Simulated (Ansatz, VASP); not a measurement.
**NiO2: VASP beside Ansatz**

```
CELL_PARAMETERS angstrom
1.38688 0.80071 5.10745
-1.38688 0.80071 5.10745
0.00000 -1.60143 5.10745
ATOMIC_POSITIONS crystal
Ni 0.00000 0.00000 0.00000
O 0.60528 0.60528 0.60528
O 0.39472 0.39472 0.39472
```

Alike in both runs: functional r2SCAN; k mesh 12 × 12 × 12; occupations gaussian, width 0.02 eV; no spin polarisation.

Ansatz relaxed the structure, and its values are those at the end. VASP's run is a single point on that final structure, the one shown.

|  | VASP | Ansatz |
| --- | --- | --- |
| version | VASP 6.6.1 | Ansatz 0.2.0 |
| potentials or method | VASP PAW PBE potentials, release 64 (Ni, O), cutoff 520 eV | scalar-relativistic, plane waves, PAW |
| valence electrons in the cell | 22 | 30 |

Ansatz gave:

```
gap on the k mesh at the Fermi level (eV) : 1.62
least direct gap on the mesh (eV)         : 1.84
pressure (GPa)                            : 0.0
rms of the force components (eV/Å)        : 0.001
```

Estimate VASP's values.

gap on the k mesh at the Fermi level (eV): 1.56; least direct gap on the mesh (eV): 1.76; pressure (GPa): 1.4; rms of the force components (eV/Å): 0.064.

VASP's potentials were made for PBE, not for r2SCAN. VASP's potentials hold 22 valence electrons a cell and Ansatz's 30, so a difference there can come from the potentials and not from the codes.
